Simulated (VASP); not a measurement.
A run of VASP 6.6.1:

The input INCAR:

```
PREC = Accurate
ENCUT = 600
EDIFF = 1E-6
ISMEAR = 0
SIGMA = 0.05
LREAL = F
LASPH = T
NELM = 120
ALGO = Normal
ISIF = 2
LWAVE = F
LCHARG = F
GGA = PE
NELECT = 8.1
NBANDS = 11
GGA_COMPAT = F
```

File KPOINTS:

```
Automatic mesh
0
Gamma
  16 16 16
```

File POSCAR:

```
C
1.0
    0.0000000000      1.7833700000      1.7833700000
    1.7833700000      0.0000000000      1.7833700000
    1.7833700000      1.7833700000      0.0000000000
C
2
Direct
    0.0000000000      0.0000000000      0.0000000000
    0.2500000000      0.2500000000      0.2500000000
```

Potentials or basis: VASP PAW PBE potentials, release 64 (C).

Run with:

```bash
$ cat potpaw_PBE.64/C/POTCAR > POTCAR
$ mpirun -np 1 vasp_std > vasp.out
```

Hardware: 1 thread of Intel(R) Xeon(R) Platinum 8259CL CPU @ 2.50GHz (Skylake/Cascade Lake) (shared host).

How long does it take, and how much memory?

Wall time 22 s on 1 thread of Intel(R) Xeon(R) Platinum 8259CL CPU @ 2.50GHz (Skylake/Cascade Lake), on a shared host, peak memory 0.13 GiB. Counts: scf iterations 11, k points 145.
